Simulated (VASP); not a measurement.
Wanted: the native input for a VASP 6.6.1 run.

```yaml
Task: single point
Functional: PBEsol
Potentials_or_basis: VASP PAW PBE potentials, release 64 (In_d, Sb)
Cutoff: 520 eV
k_mesh: 9 × 9 × 9
Occupations: fermi-dirac, width 0.05 eV
Spin: no spin polarisation
Dipole_correction: no
Further_INCAR_settings: ALGO = Normal; EDIFF = 1e-07; NBANDS = 16
```

The structure of InSb lies in POSCAR:

```
InSb
1.0
    0.0000000000      3.2282668087      3.2282668087
    3.2282668087      0.0000000000      3.2282668087
    3.2282668087      3.2282668087      0.0000000000
In Sb
1 1
Direct
    0.0000000000      0.0000000000      0.0000000000
    0.7500000000      0.7500000000      0.7500000000
```

This cell differs from its parent crystal: volume scaled by 0.99.

The input as run:

INCAR

```
PREC = Accurate
ENCUT = 520
EDIFF = 1E-7
ISMEAR = -1
SIGMA = 0.05
LREAL = False
LASPH = True
NELM = 100
ALGO = Normal
ISIF = 2
LWAVE = False
LCHARG = False
GGA = PS
NBANDS = 16
```

KPOINTS

```
regular mesh
0
Gamma
  9 9 9
```

Potentials or basis: VASP PAW PBE potentials, release 64 (In_d, Sb).

The run is started by

```console
$ cat potpaw_PBE.64/In_d/POTCAR potpaw_PBE.64/Sb/POTCAR > POTCAR
$ mpirun -np 1 vasp_std > vasp.out
```

Results of the run:

- Pressure: 1.4 GPa
- Band gap on the k mesh: zero (filled and empty bands touch)

Caveat: the PAW data sets were made with another functional, which shifts forces and pressure a little; spin-orbit coupling is left out, which moves the levels of the heavy elements.

Wall time 42 s on 1 thread of AMD EPYC 7R13 Processor (Zen 3), with other jobs on the host, peak memory 0.19 GiB.
